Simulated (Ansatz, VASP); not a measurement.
## Two plane-wave programs on MgO

```xyz
2
Lattice="0.0000 2.0595 2.0929 2.0595 0.0000 2.0929 2.0595 2.0595 0.0000" Properties=species:S:1:pos:R:3 pbc="T T T"
Mg    0.0000    0.0000    0.0000
O     2.0595    2.0595    2.0929
```

Change from the starting cell: strained cell.

Alike in both runs: task relaxation of the atoms; functional LDA; k mesh 8 × 8 × 8; occupations gaussian, width 0.02 eV; no spin polarisation.

|  | VASP | Ansatz |
| --- | --- | --- |
| version | VASP 6.6.1 | Ansatz 0.2.0 |
| potentials or method | VASP PAW LDA potentials, release 64 (Mg, O), cutoff 520 eV | scalar-relativistic, plane waves, PAW |
| valence electrons in the cell | 8 | 16 |

```csv
,VASP,Ansatz,Ansatz less VASP
"gap on the k mesh at the Fermi level, each at its own relaxed structure (eV)",5.15,5.15,+0.004
```

Ansatz warns that its potentials were made for another functional, while VASP's fit it. LDA's correlation is that of Perdew and Zunger in VASP and of Perdew and Wang (1992) in Ansatz. VASP's potentials hold 8 valence electrons a cell and Ansatz's 16, so a difference there can come from the potentials and not from the codes. Ansatz's warnings: stress scf threshold loose.

Noted on VASP's run: the relaxation stopped at its first step, so nothing moved.
